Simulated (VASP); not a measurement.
Set up this calculation in VASP 6.6.1, as the native input.

- Task: single point
- Functional: PBE
- Potentials or basis: VASP PAW PBE potentials, release 64 (Ta_pv, H)
- Cutoff: 500 eV
- k mesh: 4 × 4 × 4
- Occupations: gaussian, width 0.2 eV
- Spin: no spin polarisation
- Dipole correction: no
- Further INCAR settings: ALGO = Normal; EDIFF = 1e-06; NBANDS = 32

The structure of Ta4H3 lies in POSCAR:

```
Ta4H3
1.0
    4.2969922724      0.0000000000      0.0000000000
    0.0000000000      4.2969922724      0.0000000000
    0.0000000000      0.0000000000      4.2969922724
Ta H
4 3
Direct
    0.5000000000      0.5000000000      0.5000000000
    0.5000000000      0.0000000000      0.0000000000
    0.0000000000      0.5000000000      0.0000000000
    0.0000000000      0.0000000000      0.5000000000
    0.5000000000      0.5000000000      0.0000000000
    0.0000000000      0.5000000000      0.5000000000
    0.5000000000      0.0000000000      0.5000000000
```

The cell was generated, and may not be a known phase.

These files were run (other wordings do the same):

INCAR

```
PREC = Accurate
ENCUT = 500
EDIFF = 1E-6
ISMEAR = 0
SIGMA = 0.2
LREAL = False
LASPH = True
NELM = 120
ALGO = Normal
ISIF = 2
LWAVE = False
LCHARG = True
GGA = PE
LELF = True
LVHAR = True
NBANDS = 32
GGA_COMPAT = False
```

KPOINTS

```
regular mesh
0
Gamma
  4 4 4
```

Potentials or basis: VASP PAW PBE potentials, release 64 (Ta_pv, H).

Launch:

```bash
$ cat potpaw_PBE.64/Ta_pv/POTCAR potpaw_PBE.64/H/POTCAR > POTCAR
$ mpirun -np 1 vasp_std > vasp.out
```

It gave:

The pressure is 0.1 GPa and the band gap on the k mesh is zero (an odd number of electrons rules out a gap without spin polarisation).

Caveat: the k points lie up to 0.37 Å⁻¹ apart, too coarse for converged energies and pressures of a metal; spin-orbit coupling is left out, which moves the levels of the heavy elements; an odd number of electrons without spin polarisation forces a metal; a magnetic or distorted state may lie lower.

Run time: 36 s on 1 thread of Intel Xeon 8259CL (shared host), peak memory 0.18 GiB.
